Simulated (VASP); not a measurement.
# SiW3: single point with PBEsol

The system is SiW3.

```
Si W
1.0
     0.00000   -5.15439    0.00000
    -5.15439    0.00000    0.00000
     0.00000    0.00000   -5.15439
Si W
2 6
Direct
  0.00000 0.00000 0.00000
  0.50000 0.50000 0.50000
  0.50000 0.50000 0.00000
  0.00000 0.00000 0.50000
  0.50000 0.00000 0.00000
  0.00000 0.50000 0.50000
  0.50000 0.00000 0.50000
  0.00000 0.50000 0.00000
```

```json
{
  "Program": "VASP 6.6.1",
  "Task": "single point",
  "Functional": "PBEsol",
  "Potentials or basis": "VASP PAW PBE potentials, release 64 (Si, W_sv)",
  "Cutoff": "520 eV",
  "k mesh": "10 × 10 × 10",
  "Occupations": "gaussian, width 0.15 eV",
  "Spin": "no spin polarisation",
  "Dipole correction": "no",
  "Further INCAR settings": "ALGO = Fast; EDIFF = 1e-06; NBANDS = 56"
}
```

- Pressure: 0.7 GPa
- Band gap on the k mesh: zero (bands 46 and 47 overlap by 1.01 eV)

Levels at points of the mesh, in eV from the Fermi level:
| k point | band 44 | band 45 | band 46 | band 47 | band 48 | band 49 |
| --- | --- | --- | --- | --- | --- | --- |
| (0.00, 0.00, 0.00) | -0.31 | 0.01 | 0.01 | 0.45 | 0.45 | 1.17 |
| (0.50, 0.00, 0.00) | -0.56 | -0.31 | -0.31 | 0.10 | 0.10 | 0.88 |
| (0.50, 0.50, 0.00) | -0.45 | -0.42 | -0.42 | -0.33 | -0.33 | -0.24 |
| (0.50, 0.50, 0.50) | -0.95 | -0.89 | -0.89 | -0.11 | -0.11 | -0.11 |

Run time: 3.9 min on 1 thread of Intel(R) Xeon(R) 6975P-C (Granite Rapids), on a shared host, peak memory 0.45 GiB.

Caveat: the PAW data sets were made with another functional, which shifts forces and pressure a little; spin-orbit coupling is left out, which moves the levels of the heavy elements.
